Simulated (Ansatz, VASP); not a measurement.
Two plane-wave programs on K

Contents of INCAR:

```
ALGO = Normal
EDIFF = 1E-6
ENCUT = 520
GGA = PS
ISIF = 2
ISMEAR = 1
LASPH = True
LCHARG = False
LREAL = False
LWAVE = False
NBANDS = 26
NELM = 80
PREC = Accurate
SIGMA = 0.15
```

KPOINTS

```
k-points
0
Gamma
  6 6 2
```

The input POSCAR:

```
K
1.0
    4.8466189453      0.0000000000      0.0000000000
   -2.4233094727      4.1972951492      0.0000000000
    0.0000000000      0.0000000000     15.9566107013
K
4
Direct
    0.0000000000      0.0000000000      0.0000000000
    0.3333333333      0.6666666667      0.7500000000
    0.0000000000      0.0000000000      0.5000000000
    0.6666666667      0.3333333333      0.2500000000
```

Input for Ansatz:

```yaml
crystal:
  lattice:
    - [4.84661894531208, 0.0, 0.0]
    - [-2.42330947265604, 4.1972951491572665, 0.0]
    - [0.0, 0.0, 15.956610701304106]
  atoms:
    - { symbol: K, position: [0.0, 0.0, 0.0] }
    - { symbol: K, position: [0.3333333333333333, 0.6666666666666666, 0.75] }
    - { symbol: K, position: [0.0, 0.0, 0.5] }
    - { symbol: K, position: [0.6666666666666666, 0.3333333333333333, 0.25] }
basis:
  ecutwfc: 500.0
kpoints:
  mp_grid:
    grid: [6, 6, 2]
hamiltonian:
  xc: pbesol
  pseudopotentials:
    kind: paw
scf:
  convergence:
    dr2_threshold: 1.0e-09
  occupations:
    method: cold
    width: 0.15
output:
  stress: true
```

Alike in both runs: task single point; functional PBEsol; k mesh 6 × 6 × 2; no spin polarisation.

|  | VASP | Ansatz |
| --- | --- | --- |
| version | VASP 6.6.1 | Ansatz 0.2.0 |
| potentials or method | VASP PAW PBE potentials, release 64 (K_sv), cutoff 520 eV | plane waves, PAW |
| occupations | methfessel-paxton of order 1, width 0.15 eV | cold, width 0.15 eV |
| valence electrons in the cell | 36 | 36 |

|  | VASP | Ansatz | Ansatz less VASP |
| --- | --- | --- | --- |
| pressure (GPa) | -0.4 | -0.4 | +0.01 |
| traceless stress, the component that is largest in VASP (GPa) | -0.18 | -0.15 | +0.024 |

VASP's potentials were made for PBE, not for PBEsol. Ansatz's warnings: stress scf threshold loose.
